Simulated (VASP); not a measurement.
A run of VASP 6.6.1:

File POSCAR:

```
Mo
1.0
    3.1667915526      0.0000000000      0.0000000000
    0.0000000000      3.1667915526      0.0000000000
    0.0000000000      0.0000000000      3.0874216864
Mo
2
Direct
    0.0000000000      0.0000000000      0.0000000000
    0.5000000000      0.5000000000      0.5000000000
```

Contents of INCAR.step1:

```
PREC = Accurate ; ENCUT = 520
ISMEAR = 0 ; SIGMA = 0.1
LREAL = False ; LASPH = True
NELM = 100 ; NBANDS = 21
GGA = PE ; ALGO = Normal
EDIFF = 1E-4 ; LWAVE = True
LCHARG = False
```

Contents of INCAR.step2:

```
PREC = Accurate ; ENCUT = 520
EDIFF = 1E-7 ; ISMEAR = 0
SIGMA = 0.1 ; LREAL = False
LASPH = True ; NELM = 100
ALGO = Normal ; ISIF = 2
LWAVE = False ; LCHARG = False
METAGGA = R2SCAN ; LMIXTAU = True
NBANDS = 21 ; ISTART = 1
```

The input KPOINTS:

```
regular mesh
0
Gamma
  16 16 16
```

Potentials or basis: VASP PAW PBE potentials, release 64 (Mo_sv).

The run is started by

```console
$ cat potpaw_PBE.64/Mo_sv/POTCAR > POTCAR
$ cp INCAR.step1 INCAR
$ mpirun -np 1 vasp_std > vasp.out
$ cp INCAR.step2 INCAR
$ mpirun -np 1 vasp_std > vasp.out
```

Hardware: 1 thread of Intel(R) Xeon(R) Platinum 8259CL CPU @ 2.50GHz (Skylake/Cascade Lake) (shared host).

Problem. Estimate the wall time of this run.

Solution. Wall time 5.4 min on 1 thread of Intel(R) Xeon(R) Platinum 8259CL CPU @ 2.50GHz (Skylake/Cascade Lake), with other jobs on the host, peak memory 0.3 GiB. Counts: k points 405.
